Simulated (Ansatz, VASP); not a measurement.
This is a calculation of Pd for VASP 6.6.1.

INCAR

```
  ALGO = Normal
  EDIFF = 1E-7
  EDIFFG = -0.01
  ENCUT = 600
  GGA = RE
  IBRION = 2
  ISIF = 3
  ISMEAR = -1
  IVDW = 13
  LASPH = T
  LCHARG = F
  LREAL = F
  LWAVE = F
  NELM = 80
  NSW = 60
  PREC = Accurate
  SIGMA = 0.05
```

Contents of KPOINTS:

```
k-points
0
Gamma
  12 12 12
```

File POSCAR:

```
Pd
1.0
   -1.5722810000      1.5722810000      1.5722810000
    1.5722810000     -1.5722810000      1.5722810000
    1.5722810000      1.5722810000     -1.5722810000
Pd
1
Direct
    0.0000000000      0.0000000000      0.0000000000
```

Potentials or basis: VASP PAW PBE potentials, release 64 (Pd).

The run is started by

```console
$ cat potpaw_PBE.64/Pd/POTCAR > POTCAR
$ mpirun -np 1 vasp_std > vasp.out
```

Task: Translate it to Ansatz 0.2.0. Potentials there: Ansatz PAW.

Result: As run (the cutoff follows the program's own potentials):

The input input.yaml:

```yaml
crystal:
  lattice:
    - [-1.572281, 1.572281, 1.572281]
    - [1.572281, -1.572281, 1.572281]
    - [1.572281, 1.572281, -1.572281]
  atoms:
    - { symbol: Pd, position: [0.0, 0.0, 0.0] }
hamiltonian:
  xc: revpbe
  pseudopotentials: { kind: paw }
  dispersion: d4
kpoints:
  mp_grid: { grid: [12, 12, 12] }
scf:
  occupations: { method: fermi_dirac, width: 0.05 }
output:
  forces: true
  stress: true
  eigenvalues: true
relax:
  f_tol: 0.01
  max_steps: 40
  cell: { stress_tol: 0.05 }
```

Potentials or basis: Ansatz PAW.

Run with:

```sh
$ ansatz run input.yaml --threads 2 --pin off --max-ram 5632MiB --backend cpu --events-out ev --progress --plain --runs-dir out
```

Both were run:

|  | VASP | Ansatz | Ansatz less VASP |
| --- | --- | --- | --- |
| gap on the k mesh at the Fermi level, each at its own relaxed structure (eV) | none | none | - |
| relaxed volume (Å³/atom) | 14.98 | 15.00 | +0.023 |
| relaxed cell length with the largest relative difference (Å) | 2.690 | 2.691 | +0.0014 |

VASP's potentials were made for PBE, not for revPBE. A gap of «none» marks a metal or a gap that the smearing closes. VASP's potentials hold 10 valence electrons a cell and Ansatz's 18, so a difference there can come from the potentials and not from the codes.

Noted on Ansatz's run: the plane-wave basis is chosen anew once the cell has moved, so the energies of steps on either side of that aren't comparable.
